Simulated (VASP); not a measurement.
ZnS:

```
Zn S
1.0
     2.26926   -2.31370    0.00000
     2.26926    2.31370    0.00000
     0.00000    0.00000    4.47858
Zn S
1 1
Cartesian
  2.2693 0.0000 2.2393
  2.2693 0.0000 0.0000
```

| Property | Result |
| --- | --- |
| Program | VASP 6.6.1 |
| Task | relaxation of cell and atoms |
| Functional | PBE |
| Potentials or basis | VASP PAW PBE potentials, release 64 (Zn, S) |
| Cutoff | 600 eV |
| k mesh | 6 × 6 × 4 |
| Occupations | gaussian, width 0.1 eV |
| Spin | no spin polarisation |

At the start: pressure -0.4 GPa; volume 23.51 Å³/atom.

Problem. How do energy, volume and symmetry change on relaxing?

Solution. Over 24 steps the energy falls by 258.1 meV/atom and the volume is 46.51 Å³/atom (+97.8 %); space group Cmmm (No. 65, to 0.05 Å).

Step by step:
| step | energy change (eV) | largest force (eV/Å) | pressure (GPa) | volume (Å³) |
| --- | --- | --- | --- | --- |
| 1 | 0.0000 | 0.0000 | -0.39 | 47.03 |
| 2 | -0.0478 | 0.0000 | 3.18 | 46.60 |
| 3 | -0.0478 | 0.0000 | 3.12 | 46.61 |
| 4 | -0.0881 | 0.0000 | 3.50 | 48.42 |
| 5 | -0.2062 | 0.0000 | 3.69 | 53.10 |
| 6 | -0.2912 | 0.0000 | 6.19 | 62.67 |
| 7 | -0.2996 | 0.0000 | 5.99 | 63.35 |
| 8 | -0.3219 | 0.0000 | 5.59 | 65.42 |
| 9 | -0.3561 | 0.0000 | 5.03 | 69.65 |
| 10 | -0.3976 | 0.0000 | 4.15 | 78.51 |
| 11 | -0.4133 | 0.0000 | 2.79 | 97.84 |
| 12 | -0.4180 | 0.0000 | 3.47 | 88.44 |
| 13 | -0.4791 | 0.0000 | 2.06 | 89.60 |
| 14 | -0.5147 | 0.0000 | 0.32 | 91.29 |
| 15 | -0.5152 | 0.0000 | 0.12 | 91.51 |
| 16 | -0.5152 | 0.0000 | 0.06 | 91.57 |
| 17 | -0.5153 | 0.0000 | 0.08 | 91.60 |
| 18 | -0.5154 | 0.0000 | 0.13 | 91.69 |
| 19 | -0.5155 | 0.0000 | 0.21 | 91.88 |
| 20 | -0.5155 | 0.0000 | 0.18 | 91.83 |
| 21 | -0.5155 | 0.0000 | 0.19 | 91.88 |
| 22 | -0.5156 | 0.0000 | 0.18 | 92.04 |
| 23 | -0.5159 | 0.0000 | 0.17 | 92.37 |
| 24 | -0.5163 | 0.0000 | 0.07 | 93.02 |

Final structure:
```
Zn S
1.0
     3.30381   -3.37373    0.00000
     3.30381    3.37373    0.00000
     0.00000    0.00000    4.17272
Zn S
1 1
Direct
  0.50000 0.50000 0.50000
  0.50000 0.50000 0.00000
```

Caveat: the volume moved by over 15 % at a fixed basis, so the end points are rough.
